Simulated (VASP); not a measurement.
# VPt3 (P4mm) in VASP: single point with LDA

Aim: the single point of VPt3 with LDA.

Everything below comes from runs of VASP 6.6.1. Logs are shortened: lines on timing, memory, paths and dates and some standing lists are left out, and cuts for length are marked.

### 1 The cell of the first run

It takes space group P4mm (No. 99, tetragonal). Conventional cell: a = 3.870 Å, b = 3.870 Å, c = 3.870 Å, α = 90.00°, β = 90.00°, γ = 90.00°. Within 3.6 Å of V (site symmetry 4mm) lie 12 Pt at 2.72 to 2.75 Å. Pt (site symmetry 4mm) has 8 Pt at 2.74 Å and 4 V at 2.74 Å within 3.6 Å. Pt (site symmetry 2mm) has 4 V at 2.72 to 2.75 Å and 8 Pt at 2.74 Å within 3.6 Å.

### 2 Single point, LDA, collinear spin, ferromagnetic start

Contents of INCAR:

```
ALGO = Normal
EDIFF = 1E-7
ENCUT = 520
ISIF = 2
ISMEAR = -1
ISPIN = 2
LASPH = T
LCHARG = F
LMAXMIX = 4
LORBIT = 11
LREAL = F
LWAVE = F
MAGMOM = 1.5 0 0 0
NBANDS = 34
NELM = 150
PREC = Accurate
SIGMA = 0.15
```

Contents of KPOINTS:

```
k-points
0
Gamma
  6 6 6
```

Contents of POSCAR:

```
VPt3
1.0
    3.8700000000      0.0000000000      0.0000000000
    0.0000000000      3.8700000000      0.0000000000
    0.0000000000      0.0000000000      3.8700000000
V Pt
1 3
Direct
    0.0051679587      0.0000000000      0.0000000000
    0.0000000000      0.5000000000      0.5000000000
    0.5000000000      0.0000000000      0.5000000000
    0.5000000000      0.5000000000      0.0000000000
```

Potentials or basis: VASP PAW LDA potentials, release 64 (V_sv, Pt).

Started as:

```
> cat potpaw_LDA.64/V_sv/POTCAR potpaw_LDA.64/Pt/POTCAR > POTCAR
> mpirun -np 1 vasp_std > vasp.out
```

OUTCAR:

```text
EDIFF = 1E-7
   ENCUT = 520
   ISIF = 2
   ISMEAR = -1
   ISPIN = 2
   LASPH = T
   LORBIT = 11
   LREAL = F
   NELM = 150
   PREC = Accurate

 ion  position               nearest neighbor table
   1  0.005  0.000  0.000-   3 2.72   4 2.72   3 2.72   4 2.72   2 2.74   2 2.74   2 2.74   2 2.74
                             3 2.75   4 2.75   3 2.75   4 2.75
   2  0.000  0.500  0.500-   3 2.74   4 2.74   4 2.74   3 2.74   3 2.74   4 2.74   4 2.74   3 2.74
                             1 2.74   1 2.74   1 2.74   1 2.74
   3  0.500  0.000  0.500-   1 2.72   1 2.72   4 2.74   2 2.74   4 2.74   2 2.74   4 2.74   4 2.74
                             2 2.74   2 2.74   1 2.75   1 2.75
   4  0.500  0.500  0.000-   1 2.72   1 2.72   3 2.74   2 2.74   3 2.74   2 2.74   3 2.74   3 2.74
                             2 2.74   2 2.74   1 2.75   1 2.75

  LATTYP: Found a simple cubic cell.
 ALAT       =     3.8700000000

  Lattice vectors:

 A1 = (   3.8700000000,   0.0000000000,   0.0000000000)
 A2 = (   0.0000000000,   3.8700000000,   0.0000000000)
 A3 = (   0.0000000000,   0.0000000000,   3.8700000000)

Analysis of symmetry for initial positions (statically):
=====================================================================
 Subroutine PRICEL returns:
 Original cell was already a primitive cell.

 Routine SETGRP: Setting up the symmetry group for a
 simple cubic supercell.

 Subroutine GETGRP returns: Found  8 space group operations
 (whereof  8 operations were pure point group operations)
 out of a pool of 48 trial point group operations.

The static configuration has the point symmetry C_4v.

Analysis of symmetry for dynamics (positions and initial velocities):
=====================================================================
 Subroutine PRICEL returns:
 Original cell was already a primitive cell.

 Routine SETGRP: Setting up the symmetry group for a
 simple cubic supercell.

 Subroutine GETGRP returns: Found  8 space group operations
 (whereof  8 operations were pure point group operations)
 out of a pool of 48 trial point group operations.

The dynamic configuration has the point symmetry C_4v.

Analysis of structural, dynamic, and magnetic symmetry:
=====================================================================
 Subroutine PRICEL returns:
 Original cell was already a primitive cell.

 Routine SETGRP: Setting up the symmetry group for a
 simple cubic supercell.

 Subroutine GETGRP returns: Found  8 space group operations
 (whereof  8 operations were pure point group operations)
 out of a pool of 48 trial point group operations.

The overall configuration has the point symmetry C_4v.

 Subroutine INISYM returns: Found  8 space group operations
 (whereof  8 operations are pure point group operations),
 and found     1 'primitive' translations

----------------------------------------------------------------------------------------

                                     Primitive cell

  volume of cell :      57.9606

  direct lattice vectors                    reciprocal lattice vectors
     3.870000000  0.000000000  0.000000000     0.258397933  0.000000000  0.000000000
     0.000000000  3.870000000  0.000000000     0.000000000  0.258397933  0.000000000
     0.000000000  0.000000000  3.870000000     0.000000000  0.000000000  0.258397933

  length of vectors
     3.870000000  3.870000000  3.870000000     0.258397933  0.258397933  0.258397933

  position of ions in fractional coordinates (direct lattice)
     0.005167959  0.000000000  0.000000000
     0.000000000  0.500000000  0.500000000
     0.500000000  0.000000000  0.500000000
     0.500000000  0.500000000  0.000000000

  ion indices of the primitive-cell ions
   primitive index   ion index
                 1           1
                 2           2
                 3           3
                 4           4

----------------------------------------------------------------------------------------

 KPOINTS: k-points

Automatic generation of k-mesh.
 Grid dimensions read from file:
 generate k-points for:    6    6    6

 Generating k-lattice:

  Cartesian coordinates                     Fractional coordinates (reciprocal lattice)
     0.043066322  0.000000000  0.000000000     0.166666667  0.000000000  0.000000000
     0.000000000  0.043066322  0.000000000     0.000000000  0.166666667  0.000000000
     0.000000000  0.000000000  0.043066322     0.000000000  0.000000000  0.166666667

  Length of vectors
     0.043066322  0.043066322  0.043066322

  Shift w.r.t. Gamma in fractional coordinates (k-lattice)
     0.000000000  0.000000000  0.000000000

 Subroutine IBZKPT returns following result:
 ===========================================

 Found     40 irreducible k-points:

 Following reciprocal coordinates:
            Coordinates               Weight
  0.000000  0.000000  0.000000      1.000000
  0.166667  0.000000  0.000000      2.000000
  0.000000  0.166667  0.000000      4.000000
  0.333333  0.000000  0.000000      2.000000
  0.000000  0.333333  0.000000      4.000000
  0.500000  0.000000  0.000000      1.000000
[... 16 lines left out ...]
  0.166667  0.166667  0.166667      8.000000
  0.333333  0.166667  0.166667      8.000000
 [... further k-points ...]
   k-points           NKPTS =     40   k-points in BZ     NKDIM =     40   number of bands    NBANDS=     34
   number of dos      NEDOS =    301   number of ions     NIONS =      4
   total plane-waves  NPLWV =  27000
   dimension x,y,z NGX =    30 NGY =   30 NGZ =   30
   dimension x,y,z NGXF=    60 NGYF=   60 NGZF=   60
   ions per type =               1   3
   NGX,Y,Z   is equivalent  to a cutoff of  12.89, 12.89, 12.89 a.u.
   NGXF,Y,Z  is equivalent  to a cutoff of  25.77, 25.77, 25.77 a.u.
 SYSTEM =  unknown system
   PREC   = accura    normal or accurate (medium, high low for compatibility)
   ISTART =      0    job   : 0-new  1-cont  2-samecut
   ICHARG =      2    charge: 1-file 2-atom 10-const
   ISPIN  =      2    spin polarized calculation?
   LNONCOLLINEAR =      F non collinear calculations
   LSORBIT =      F    spin-orbit coupling
   LASPH  =      T    aspherical Exc in radial PAW
   ENCUT  =  520.0 eV  38.22 Ry    6.18 a.u.   7.20  7.20  7.20*2*pi/ulx,y,z
   NELM   =    150;   NELMIN=  2; NELMDL= -5     # of ELM steps
   EDIFF  = 0.1E-06   stopping-criterion for ELM
   LREAL  =      F    real-space projection
   EDIFFG = 0.1E-05   stopping-criterion for IOM
   NSW    =      0    number of steps for IOM
   IBRION =     -1    ionic relax: 0-MD 1-quasi-New 2-CG
   NFREE  =      0    steps in history (QN), initial steepest desc. (CG)
   ISIF   =      2    stress and relaxation
   ISYM   =      2    0-nonsym 1-usesym 2-fastsym
   POTIM  = 0.5000    time-step for ionic-motion
   TEBEG  =    0.0;   TEEND  =   0.0 temperature during run
   PSTRESS=    0.0 pullay stress
   NELECT =      43.0000    total number of electrons
   NUPDOWN=      -1.0000    fix difference up-down
   EMIN   =  10.00;   EMAX   =-10.00  energy-range for DOS
   EFERMI =   0.00;   METHOD = LEGACY
   ISMEAR =    -1;   SIGMA  =   0.15  broadening in eV -4-tet -1-fermi 0-gaus
   EFERMI_NEDOS =   21; number of points for ismear=-14 and -15
   IALGO  =     38    algorithm
   IMIX   =      4    mixing-type and parameters
     AMIX     =   0.40;   BMIX     =  1.00
     AMIX_MAG =   1.60;   BMIX_MAG =  1.00
  volume/ion in A,a.u.               =      14.49        97.78
  Fermi-wavevector in a.u.,A,eV,Ry     =   1.482018  2.800607 29.883511  2.196376
  Thomas-Fermi vector in A             =   2.595856
   LORBIT       =     11    0 simple, 1 ext, 2 COOP (PROOUT), +10 PAW based schemes
   GGA     = CA    functional components
   LHFCALC =     F    Hartree Fock is set to
   AEXX    =    0.0000 exact exchange contribution
   IVDW    =     0    specifies the selected vdW correction
   LEPSILON=     F    determine dielectric tensor
   LRPA    =     F    only Hartree local field effects (RPA)
 spin polarized calculation
  energy-cutoff  :      520.00
  volume of cell :       57.96
 maximum number of plane-waves:      1596
 NGX is ok and might be reduce to    30
   NGX = 15   NGY = 15   NGZ = 15

 number of electron      42.9999994 magnetization       0.0019897

 number of electron      42.9999994 magnetization      -0.0004051

 Free energy of the ion-electron system (eV)
  ---------------------------------------------------
  ext. energy  EPLUGINS =         0.00000000
  ---------------------------------------------------
  free energy    TOTEN  =       -34.28021223 eV

  energy without entropy =      -33.86048950  energy(sigma->0) =      -34.07035087

 E-fermi :  11.6030     XC(G=0): -13.6554

 val. band max:       11.6013844008   @ k =   0.3333   0.3333   0.1667
 cond. band min:      11.6048843115   @ k =   0.3333   0.0000   0.0000
 fundamental gap:      0.0034999107
 Fermi energy:        11.6030273185

 spin component 1

 k-point     1 :       0.0000    0.0000    0.0000
  band No.  band energies     occupation
      1     -52.6377      1.00000
      2     -26.8916      1.00000
      3     -26.8916      1.00000
      4     -26.8916      1.00000
      5       1.3185      1.00000
      6       4.0595      1.00000
[... 25 lines left out ...]
     32      23.0346      0.00000
     33      23.0688      0.00000

 k-point     2 :       0.1667    0.0000    0.0000
  band No.  band energies     occupation
      1     -52.6375      1.00000
      2     -26.8957      1.00000
      3     -26.8922      1.00000
      4     -26.8922      1.00000
      5       1.6874      1.00000
      6       4.2953      1.00000
[... 25 lines left out ...]
     32      22.7240      0.00000
     33      22.9218      0.00000
[... 754 lines left out ...]
     32      23.3403      0.00000
     33      23.3414      0.00000

 k-point    24 :       0.3333    0.1667    0.1667
  band No.  band energies     occupation
      1     -52.6367      1.00000
      2     -26.9031      1.00000
      3     -26.8972      1.00000
      4     -26.8952      1.00000
      5       3.2137      1.00000
      6       5.1401      1.00000
[... 25 lines left out ...]
     32      23.4982      0.00000
     33      24.0676      0.00000

 [... further k-points ...]

 spin component 2

 k-point     1 :       0.0000    0.0000    0.0000
  band No.  band energies     occupation
      1     -52.6381      1.00000
      2     -26.8920      1.00000
      3     -26.8919      1.00000
      4     -26.8919      1.00000
      5       1.3184      1.00000
      6       4.0594      1.00000
[... 25 lines left out ...]
     32      23.0345      0.00000
     33      23.0656      0.00000

 k-point     2 :       0.1667    0.0000    0.0000
  band No.  band energies     occupation
      1     -52.6379      1.00000
      2     -26.8961      1.00000
      3     -26.8926      1.00000
      4     -26.8926      1.00000
      5       1.6873      1.00000
      6       4.2953      1.00000
[... 25 lines left out ...]
     32      22.7239      0.00000
     33      22.9218      0.00000
[... 754 lines left out ...]
     32      23.3402      0.00000
     33      23.3413      0.00000

 k-point    24 :       0.3333    0.1667    0.1667
  band No.  band energies     occupation
      1     -52.6371      1.00000
      2     -26.9035      1.00000
      3     -26.8975      1.00000
      4     -26.8956      1.00000
      5       3.2137      1.00000
      6       5.1401      1.00000
[... 25 lines left out ...]
     32      23.4981      0.00000
     33      24.0676      0.00000

 [... further k-points ...]

 [bands above 33 left out]

------------------------ aborting loop because EDIFF is reached ----------------------------------------

  FORCE on cell =-STRESS in cart. coord.  units (eV):
  Direction    XX          YY          ZZ          XY          YZ          ZX
  --------------------------------------------------------------------------------------
  -------------------------------------------------------------------------------------
  Total       -1.9616790     -1.9644708     -1.9644708      0.0000000      0.0000000     -0.0000000
  in kB      -54.2257573    -54.3029298    -54.3029298      0.0000000      0.0000000     -0.0000000
  external PRESSURE =     -54.2772057 kB  Pullay stress =       0.0000000 kB

 VOLUME and BASIS-vectors are now :
 -----------------------------------------------------------------------------
  energy-cutoff  :      520.00
  volume of cell :       57.96
      direct lattice vectors                 reciprocal lattice vectors
     3.870000000  0.000000000  0.000000000     0.258397933  0.000000000  0.000000000
     0.000000000  3.870000000  0.000000000     0.000000000  0.258397933  0.000000000
     0.000000000  0.000000000  3.870000000     0.000000000  0.000000000  0.258397933

 POSITION                                       TOTAL-FORCE (eV/Angst)
 -----------------------------------------------------------------------------------
      0.02000      0.00000      0.00000        -0.076111     -0.000000      0.000000
      0.00000      1.93500      1.93500         0.022149      0.000000     -0.000000
      1.93500      0.00000      1.93500         0.026981      0.000000     -0.000000
      1.93500      1.93500      0.00000         0.026981      0.000000     -0.000000
 -----------------------------------------------------------------------------------
    total drift:                                0.000068      0.000000     -0.000001

  FREE ENERGIE OF THE ION-ELECTRON SYSTEM (eV)
  ---------------------------------------------------
  free  energy   TOTEN  =       -34.2802122331 eV

  energy  without entropy=      -33.8604894982  energy(sigma->0) =      -34.07035087

 total charge

# of ion       s       p       d       tot
------------------------------------------
    1        2.265   6.192   2.966  11.423
    2        0.702   0.696   8.056   9.454
    3        0.702   0.696   8.056   9.454
    4        0.702   0.696   8.056   9.454
--------------------------------------------------
tot          4.372   8.280  27.134  39.786

 magnetization (x)

# of ion       s       p       d       tot
------------------------------------------
    1       -0.000  -0.000  -0.001  -0.001
    2        0.000  -0.000  -0.000  -0.000
    3        0.000  -0.000  -0.000  -0.000
    4        0.000  -0.000  -0.000  -0.000
--------------------------------------------------
tot          0.000  -0.000  -0.001  -0.001
```

It took 2 min on 1 thread of AMD EPYC 7R13 (Zen 3), shared host; peak memory 0.21 GiB.

Results:

* Free energy: -34.2802 eV
* Pressure: -5.4 GPa
* Largest force: 0.076 eV/Å
* Net moment: 0.00 μB per cell
* Valence electrons inside the program's atomic spheres: V 11.42; Pt 9.45

Forces in eV/Å, atoms in the order of the input:
```
V   -0.076  0.000  0.000
Pt   0.022  0.000  0.000
Pt   0.027  0.000  0.000
Pt   0.027  0.000  0.000
```

Levels at points of the mesh, in eV from the Fermi level:
Spin up:
| k point | band 17 | band 18 | band 19 | band 20 | band 21 | band 22 | band 23 | band 24 | band 25 | band 26 |
| --- | --- | --- | --- | --- | --- | --- | --- | --- | --- | --- |
| (0.00, 0.00, 0.00) | -0.33 | 0.20 | 0.20 | 0.20 | 1.04 | 1.05 | 1.60 | 1.60 | 1.60 | 1.66 |
| (0.50, 0.00, 0.00) | -2.59 | -2.59 | -2.47 | -1.25 | -0.43 | -0.43 | 0.07 | 0.20 | 0.48 | 1.59 |
| (0.00, 0.50, 0.00) | -2.59 | -2.59 | -2.47 | -1.25 | -0.43 | -0.43 | 0.07 | 0.20 | 0.48 | 1.59 |
| (0.50, 0.50, 0.00) | -3.07 | -3.06 | -2.43 | -2.20 | -2.15 | -0.07 | -0.07 | -0.04 | 1.69 | 1.69 |
| (0.00, 0.50, 0.50) | -3.06 | -3.06 | -2.43 | -2.20 | -2.15 | -0.07 | -0.07 | -0.03 | 1.69 | 1.69 |
| (0.50, 0.50, 0.50) | -0.88 | -0.65 | -0.65 | -0.65 | -0.29 | -0.29 | -0.29 | 0.97 | 0.97 | 0.97 |
Spin down:
| k point | band 18 | band 19 | band 20 | band 21 | band 22 | band 23 | band 24 | band 25 |
| --- | --- | --- | --- | --- | --- | --- | --- | --- |
| (0.00, 0.00, 0.00) | 0.20 | 0.20 | 0.20 | 1.04 | 1.05 | 1.60 | 1.60 | 1.60 |
| (0.50, 0.00, 0.00) | -2.59 | -2.47 | -1.25 | -0.43 | -0.43 | 0.07 | 0.20 | 0.48 |
| (0.00, 0.50, 0.00) | -2.59 | -2.47 | -1.25 | -0.43 | -0.43 | 0.07 | 0.20 | 0.48 |
| (0.50, 0.50, 0.00) | -3.06 | -2.43 | -2.20 | -2.15 | -0.07 | -0.07 | -0.04 | 1.69 |
| (0.00, 0.50, 0.50) | -3.06 | -2.43 | -2.20 | -2.15 | -0.07 | -0.07 | -0.03 | 1.69 |
| (0.50, 0.50, 0.50) | -0.65 | -0.65 | -0.65 | -0.29 | -0.29 | -0.29 | 0.97 | 0.97 |

Caveat: the cell stands under tension; the moments typed at the start vanished in this run; spin-orbit coupling is left out, which moves the levels of the heavy elements.
